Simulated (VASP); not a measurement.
# Te (Fd-3m) in VASP: a series of runs, part 2 of 2

VASP 6.6.1. Earlier steps stand in the parts before.

**4. Single point, PBE (42.69 Å³/atom)**

This run uses another cell than the first one, of 42.69 Å³/atom.

The input, INCAR:

```
PREC = Accurate
ENCUT = 500
EDIFF = 1E-6
ISMEAR = -1
SIGMA = 0.1
LREAL = F
LASPH = T
NELM = 120
ALGO = Normal
ISIF = 2
LWAVE = F
LCHARG = F
GGA = PE
NBANDS = 13
GGA_COMPAT = F
```

The input, KPOINTS:

```
Automatic mesh
0
Gamma
  9 9 9
```

The input, POSCAR:

```
Te
1.0
    0.0000000000      3.4949269634      3.4949269634
    3.4949269634      0.0000000000      3.4949269634
    3.4949269634      3.4949269634      0.0000000000
Te
2
Direct
    0.1250000000      0.1250000000      0.1250000000
    0.8750000000      0.8750000000      0.8750000000
```

Potentials or basis: VASP PAW PBE potentials, release 64 (Te).

Started as:

```sh
$ cat potpaw_PBE.64/Te/POTCAR > POTCAR
$ mpirun -np 1 vasp_std > vasp.out
```

OUTCAR:

```text
PREC = Accurate
   ENCUT = 500
   EDIFF = 1E-6
   ISMEAR = -1
   LREAL = F
   LASPH = T
   NELM = 120
   ISIF = 2
   GGA = PE

 ion  position               nearest neighbor table
   1  0.125  0.125  0.125-   2 3.03   2 3.03   2 3.03   2 3.03
   2  0.875  0.875  0.875-   1 3.03   1 3.03   1 3.03   1 3.03

  LATTYP: Found a face centered cubic cell.
 ALAT       =     6.9898539268

  Lattice vectors:

[... 568 lines left out ...]
     13      11.9840      0.00000

 [... further k-points ...]

------------------------ aborting loop because EDIFF is reached ----------------------------------------

  FORCE on cell =-STRESS in cart. coord.  units (eV):
  Direction    XX          YY          ZZ          XY          YZ          ZX
  --------------------------------------------------------------------------------------
  -------------------------------------------------------------------------------------
  Total        1.4082034      1.4082034      1.4082034      0.0000000     -0.0000000     -0.0000000
  in kB       26.4260139     26.4260139     26.4260139      0.0000000     -0.0000000     -0.0000000
  external PRESSURE =      26.4260139 kB  Pullay stress =       0.0000000 kB

 VOLUME and BASIS-vectors are now :
 -----------------------------------------------------------------------------
  energy-cutoff  :      500.00
  volume of cell :       85.38
      direct lattice vectors                 reciprocal lattice vectors
     0.000000000  3.494926963  3.494926963    -0.143064506  0.143064506  0.143064506
     3.494926963  0.000000000  3.494926963     0.143064506 -0.143064506  0.143064506
     3.494926963  3.494926963  0.000000000     0.143064506  0.143064506 -0.143064506

 POSITION                                       TOTAL-FORCE (eV/Angst)
 -----------------------------------------------------------------------------------
      0.87373      0.87373      0.87373         0.000000     -0.000000     -0.000000
      6.11612      6.11612      6.11612        -0.000000      0.000000      0.000000
 -----------------------------------------------------------------------------------
    total drift:                               -0.000000      0.000000      0.000000

  FREE ENERGIE OF THE ION-ELECTRON SYSTEM (eV)
  ---------------------------------------------------
  free  energy   TOTEN  =        -5.4249271855 eV

  energy  without entropy=       -5.3579101203  energy(sigma->0) =       -5.39141865
```

stdout:

```text
POSCAR found type information on POSCAR Te
 POSCAR found :  1 types and       2 ions
 scaLAPACK will be used
 LDA part: xc-table for (Slater+PW92), standard interpolation
 POSCAR, INCAR and KPOINTS ok, starting setup
 FFT: planning ... GRIDC
 FFT: planning ... GRID_SOFT
 FFT: planning ... GRID
 WAVECAR not read
 entering main loop
```

It took 44 s on 1 thread of Intel Xeon 8259CL, shared host; peak memory 0.21 GiB.

Results:

- Free energy: -5.4249 eV
- Pressure: 2.6 GPa
- Band gap on the k mesh: zero (bands 6 and 7 overlap by 0.98 eV)

Levels at points of the mesh, in eV from the Fermi level:
| k point | band 4 | band 5 | band 6 | band 7 | band 8 | band 9 |
| --- | --- | --- | --- | --- | --- | --- |
| (0.00, 0.00, 0.00) | -3.21 | -3.21 | -0.77 | -0.77 | -0.77 | 3.62 |

Caveat: spin-orbit coupling is left out, which moves the levels of the heavy elements.

**5. Single point, PBE (44.54 Å³/atom)**

This run uses another cell than the first one, of 44.54 Å³/atom.

The input, INCAR:

```
SYSTEM = Te
ALGO = Normal
EDIFF = 1E-6
ENCUT = 500
GGA = PE
GGA_COMPAT = .False.
ISIF = 2
ISMEAR = -1
LASPH = .True.
LCHARG = .False.
LREAL = .False.
LWAVE = .False.
NBANDS = 13
NELM = 120
PREC = Accurate
SIGMA = 0.1
```

The input, KPOINTS:

```
k-points
0
Gamma
  9 9 9
  0 0 0
```

The input, POSCAR:

```
Te
1.0
    0.0000000000      3.5448612378      3.5448612378
    3.5448612378      0.0000000000      3.5448612378
    3.5448612378      3.5448612378      0.0000000000
Te
2
Direct
    0.1250000000      0.1250000000      0.1250000000
    0.8750000000      0.8750000000      0.8750000000
```

Started as:

```sh
$ cat potpaw_PBE.64/Te/POTCAR > POTCAR
$ mpirun -np 1 vasp_std > vasp.out
```

Run time: 58 s. Hardware: 1 thread of Intel Xeon 8259CL, shared host; peak memory 0.24 GiB.

Results (log left out):

* Free energy: -5.4683 eV
* Pressure: 1.2 GPa
* Band gap on the k mesh: zero (bands 6 and 7 overlap by 0.94 eV)

Levels at points of the mesh, in eV from the Fermi level:
```
           k point  band 4  band 5  band 6  band 7  band 8  band 9
(0.00, 0.00, 0.00)   -3.08   -3.08   -0.71   -0.71   -0.71    3.67
```

Caveat: spin-orbit coupling is left out, which moves the levels of the heavy elements.

**6. Single point, PBE (46.40 Å³/atom)**

INCAR is that of step 5.

KPOINTS is that of step 5.

The input, POSCAR:

```
Te
1.0
    0.0000000000      3.5934270158      3.5934270158
    3.5934270158      0.0000000000      3.5934270158
    3.5934270158      3.5934270158      0.0000000000
Te
2
Direct
    0.1250000000      0.1250000000      0.1250000000
    0.8750000000      0.8750000000      0.8750000000
```

Potentials or basis: VASP PAW PBE potentials, release 64 (Te).

Started as:

```sh
$ cat potpaw_PBE.64/Te/POTCAR > POTCAR
$ mpirun -np 1 vasp_std > vasp.out
```

Run time: 63 s. Hardware: 1 thread of Intel Xeon 8259CL, shared host; peak memory 0.25 GiB.

It converged, with:

```
Free energy            : -5.4811 eV
Pressure               : 0.0 GPa
Band gap on the k mesh : zero (bands 6 and 7 overlap by 0.90 eV)
```

Levels at points of the mesh, in eV from the Fermi level:
| k point | band 3 | band 4 | band 5 | band 6 | band 7 | band 8 | band 9 | band 10 |
| --- | --- | --- | --- | --- | --- | --- | --- | --- |
| (0.00, 0.00, 0.00) | -2.95 | -2.95 | -2.95 | -0.66 | -0.66 | -0.66 | 3.71 | 5.97 |

Caveat: spin-orbit coupling is left out, which moves the levels of the heavy elements.

**7. Overview**

| cell | k mesh | gap on the mesh (eV) | pressure (GPa) |
| --- | --- | --- | --- |
| a = 5.082 Å, angles 60.0°, 2 atoms | 8 × 8 × 8 | none | 0.0 |
| a = 4.870 Å, angles 60.0°, 2 atoms | 9 × 9 × 9 | none | 4.5 |
| a = 4.943 Å, angles 60.0°, 2 atoms | 9 × 9 × 9 | none | 2.6 |
| a = 5.013 Å, angles 60.0°, 2 atoms | 9 × 9 × 9 | none | 1.2 |
| a = 5.082 Å, angles 60.0°, 2 atoms | 9 × 9 × 9 | none | 0.0 |

Alike in all rows: task single point; level PBE; potentials or basis VASP PAW PBE potentials, release 64 (Te); no spin polarisation; cutoff (eV) 500; smearing fermi-dirac 0.1 eV.

Caveats: spin-orbit coupling is left out, which moves the levels of the heavy elements; the cell stands under pressure (at least some runs).

Absolute energies hang on the potentials; compare differences alone.
